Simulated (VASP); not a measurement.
# Mo in VASP: single point with PBE+D3(BJ)

Aim: the single point of Mo with PBE+D3(BJ).

Everything below comes from runs of VASP 6.6.1. Logs are shortened: lines on timing, memory, paths and dates and some standing lists are left out, and cuts for length are marked.

## 1. The cell of the first run

The cell holds a slab with vacuum, 12 atoms: a = 5.422 Å, b = 5.422 Å, c = 25.191 Å, α = 90.00°, β = 90.00°, γ = 109.47°.

## 2. Single point, PBE+D3(BJ)

Contents of INCAR:

```
PREC = Accurate ; ENCUT = 520
EDIFF = 1E-6 ; ISMEAR = 0
SIGMA = 0.1 ; LREAL = F
LASPH = T ; NELM = 100
ALGO = Normal ; ISIF = 2
LWAVE = F ; LCHARG = F
LDIPOL = T ; IDIPOL = 3
DIPOL = 0.5 0.5 0.403 ; GGA = PE
IVDW = 12 ; NBANDS = 96
```

Contents of KPOINTS:

```
regular mesh
0
Gamma
  4 4 1
```

Contents of POSCAR:

```
Mo
1.0
    5.4216946106      0.0000000000      0.0000000000
   -1.8072315369      5.1116226996      0.0000000000
    0.0000000000      0.0000000000     25.1907951124
Mo
12
Direct
    0.2500000000      0.2500000000      0.3175763196
    0.2500000000      0.7500000000      0.3175763196
    0.7500000000      0.2500000000      0.3175763196
    0.7500000000      0.7500000000      0.3175763196
    0.4994018615      0.5006713316      0.4030151486
    0.4996170700      0.0003829300      0.4005158433
   -0.0015094735      0.5015094735      0.4034774110
   -0.0006713316      0.0005981385      0.4030151486
    0.7440433727      0.7559566273      0.4919466628
    0.7428036459      0.2500820840      0.4884492366
    0.2499179160      0.7571963541      0.4884492366
    0.2560946716      0.2439053284      0.4888785937
```

Potentials or basis: VASP PAW PBE potentials, release 64 (Mo_sv).

The run is started by

```sh
> cat potpaw_PBE.64/Mo_sv/POTCAR > POTCAR
> mpirun -np 1 vasp_std > vasp.out
```

OUTCAR:

```text
PREC = Accurate
   ENCUT = 520
   EDIFF = 1E-6
   ISMEAR = 0
   LREAL = F
   LASPH = T
   NELM = 100
   ISIF = 2
   GGA = PE
   IVDW = 12
 IVDW          = 12

 ion  position               nearest neighbor table
   1  0.250  0.250  0.318-   8 2.66   5 2.66   3 2.71   3 2.71   2 2.71   2 2.71   6 3.04   7 3.10
                             4 3.13   4 3.13
   2  0.250  0.750  0.318-   6 2.61   7 2.67   4 2.71   4 2.71   1 2.71   1 2.71   5 3.08   8 3.09
                             3 3.13   3 3.13
   3  0.750  0.250  0.318-   6 2.61   7 2.67   1 2.71   1 2.71   4 2.71   4 2.71   8 3.08   5 3.09
                             2 3.13   2 3.13
   4  0.750  0.750  0.318-   5 2.66   8 2.66   2 2.71   2 2.71   3 2.71   3 2.71   6 3.05   7 3.09
                             1 3.13   1 3.13
   5  0.499  0.501  0.403-   4 2.66   1 2.66  12 2.67   7 2.70   6 2.71   6 2.71   7 2.72   9 2.73
                            10 3.07   2 3.08   3 3.09  11 3.11   8 3.13   8 3.13
   6  0.500  0.000  0.401-   3 2.61   2 2.61  11 2.70  10 2.70   8 2.71   5 2.71   8 2.71   5 2.71
                             1 3.04   4 3.05  12 3.10   7 3.13   7 3.13   9 3.16
   7  0.998  0.502  0.403-  10 2.66  11 2.66   2 2.67   3 2.67   5 2.70   8 2.70   5 2.72   8 2.72
                             4 3.09   1 3.10   6 3.13   6 3.13  12 3.14   9 3.17
   8  0.999  0.001  0.403-   4 2.66   1 2.66  12 2.67   7 2.70   6 2.71   6 2.71   7 2.72   9 2.73
                            11 3.07   3 3.08   2 3.09  10 3.11   5 3.13   5 3.13
   9  0.744  0.756  0.492-  11 2.68  10 2.68   8 2.73   5 2.73  11 2.74  10 2.74  12 3.13  12 3.13
                             6 3.16   7 3.17
  10  0.743  0.250  0.488-  12 2.63   7 2.66   9 2.68   6 2.70   9 2.74  12 2.79   5 3.07  11 3.09
                             8 3.11  11 3.17
  11  0.250  0.757  0.488-  12 2.63   7 2.66   9 2.68   6 2.70   9 2.74  12 2.79   8 3.07  10 3.09
                             5 3.11  10 3.17
  12  0.256  0.244  0.489-  10 2.63  11 2.63   8 2.67   5 2.67  10 2.79  11 2.79   6 3.10   9 3.13
                             9 3.13   7 3.14

  LATTYP: Found a base centered orthorhombic cell.
 ALAT       =     6.2604336858
 B/A-ratio  =     1.4142135624
 C/A-ratio  =     4.0238099111

  Lattice vectors:

 A1 = (   5.4216946106,   0.0000000000,   0.0000000000)
 A2 = (  -1.8072315369,   5.1116226996,   0.0000000000)
 A3 = (   0.0000000000,   0.0000000000,  25.1907951124)

Analysis of symmetry for initial positions (statically):
=====================================================================
 Subroutine PRICEL returns:
 Original cell was already a primitive cell.

 Routine SETGRP: Setting up the symmetry group for a
 base centered orthorhombic supercell.

 Subroutine GETGRP returns: Found  2 space group operations
 (whereof  1 operations were pure point group operations)
 out of a pool of  8 trial point group operations.

[... 143 lines left out ...]
   GGA     = PE    functional components
   LHFCALC =     F    Hartree Fock is set to
   AEXX    =    0.0000 exact exchange contribution
   IVDW    =    12    specifies the selected vdW correction
   LEPSILON=     F    determine dielectric tensor
   LRPA    =     F    only Hartree local field effects (RPA)
 non-spin polarized calculation
 Gauss-broadening in eV      SIGMA  =   0.10
  energy-cutoff  :      520.00
  volume of cell :      698.13
 maximum number of plane-waves:     18839
   NGX = 21   NGY = 21   NGZ = 93

 dipolmoment           0.000000      0.000000     -0.000524 electrons x Angstroem

 number of electron     167.9999989 magnetization

 dipolmoment           0.000000      0.000000      0.010702 electrons x Angstroem

 Free energy of the ion-electron system (eV)
  ---------------------------------------------------
  ext. energy  EPLUGINS =         0.00000000
  ---------------------------------------------------
  free energy    TOTEN  =      -121.22805707 eV

  energy without entropy =     -121.17475288  energy(sigma->0) =     -121.20140498

 E-fermi :   0.0155     XC(G=0):  -4.4118

 val. band max:       -0.0135526635   @ k =   0.2500   0.2500   0.0000
 cond. band min:       0.0243269991   @ k =   0.5000   0.2500   0.0000
 fundamental gap:      0.0378796626
 Fermi energy:         0.0155383977

 k-point     1 :       0.0000    0.0000    0.0000
  band No.  band energies     occupation
      1     -61.2506      2.00000
      2     -61.0659      2.00000
      3     -61.0552      2.00000
      4     -60.9845      2.00000
      5     -60.9409      2.00000
      6     -60.8882      2.00000
[... 682 lines left out ...]
     95       0.7396      0.00000
     96       0.7550      0.00000

------------------------ aborting loop because EDIFF is reached ----------------------------------------

 vacuum level on the upper side and lower side of the slab       (xc-potential included)        -0.034        -0.102

 Edisp (eV)   -5.71956

 E8    (eV) :    -2.8261

  FORCE on cell =-STRESS in cart. coord.  units (eV):
  Direction    XX          YY          ZZ          XY          YZ          ZX
  --------------------------------------------------------------------------------------
  -------------------------------------------------------------------------------------
  Total      -9.40690   -10.42044    -2.45093    -1.43336    -0.25809     0.36500
  in kB     -21.58844   -23.91447    -5.62479    -3.28950    -0.59231     0.83766
  external pressure =      -17.04 kB  Pullay stress =        0.00 kB

 VOLUME and BASIS-vectors are now :
 -----------------------------------------------------------------------------
  energy-cutoff  :      520.00
  volume of cell :      698.13
      direct lattice vectors                 reciprocal lattice vectors
     5.421694611  0.000000000  0.000000000     0.184444177  0.065210864  0.000000000
    -1.807231537  5.111622700  0.000000000     0.000000000  0.195632592  0.000000000
     0.000000000  0.000000000 25.190795112     0.000000000  0.000000000  0.039697040

 POSITION                                       TOTAL-FORCE (eV/Angst)
 -----------------------------------------------------------------------------------
      0.90362      1.27791      8.00000        -0.133630      0.094491     -0.036254
     -0.00000      3.83372      8.00000        -0.057692     -0.088377      0.017211
      3.61446      1.27791      8.00000         0.064092      0.083852      0.017211
      2.71085      3.83372      8.00000         0.054837     -0.038775     -0.023353
      1.80278      2.55924     10.15227        -0.050599      0.082303      0.112051
      2.70808      0.00196     10.08931         0.091566     -0.064747      0.767183
      4.50717      2.56353     10.16392         0.028602     -0.020224      0.103852
      5.41697      0.00306     10.15227        -0.094462      0.020271      0.112051
      2.66779      3.86417     12.39253         0.116960     -0.082703     -0.754159
      3.57530      1.27833     12.30442         0.416836      0.152243     -0.108580
     -0.01345      3.87050     12.30442        -0.004591     -0.443744     -0.108580
      0.94767      1.24675     12.31524        -0.431916      0.305411     -0.098632
 -----------------------------------------------------------------------------------
    total drift:                               -0.000394      0.000278     -0.000054

  FREE ENERGIE OF THE ION-ELECTRON SYSTEM (eV)
  ---------------------------------------------------
  free  energy   TOTEN  =      -126.9476188509 eV

  energy  without entropy=     -126.8943146551  energy(sigma->0) =     -126.92096675

 vacuum level on the upper side and lower side of the slab         4.622         4.551
```

stdout:

```text
POSCAR found type information on POSCAR Mo
 POSCAR found :  1 types and      12 ions
 scaLAPACK will be used
 LDA part: xc-table for (Slater+PW92), standard interpolation
 POSCAR, INCAR and KPOINTS ok, starting setup
 FFT: planning ... GRIDC
 FFT: planning ... GRID_SOFT
 FFT: planning ... GRID
 WAVECAR not read
 entering main loop
```

Wall time 25 min (1 thread of AMD EPYC 7R13 (Zen 3), shared host); peak memory 0.74 GiB.

What came out:

- Free energy: -126.9476 eV
- Largest force: 0.775 eV/Å
- Band gap on the k mesh: zero (bands 84 and 85 overlap by 1.87 eV)
- Dispersion energy per atom: -0.477 eV

Forces on the atoms (eV/Å):
```
Mo  -0.134  0.094 -0.036
Mo  -0.058 -0.088  0.017
Mo   0.064  0.084  0.017
Mo   0.055 -0.039 -0.023
Mo  -0.051  0.082  0.112
Mo   0.092 -0.065  0.767
Mo   0.029 -0.020  0.104
Mo  -0.094  0.020  0.112
Mo   0.117 -0.083 -0.754
Mo   0.417  0.152 -0.109
Mo  -0.005 -0.444 -0.109
Mo  -0.432  0.305 -0.099
```

The gap in the log of VASP goes by the Fermi energy; the results here count the filled bands.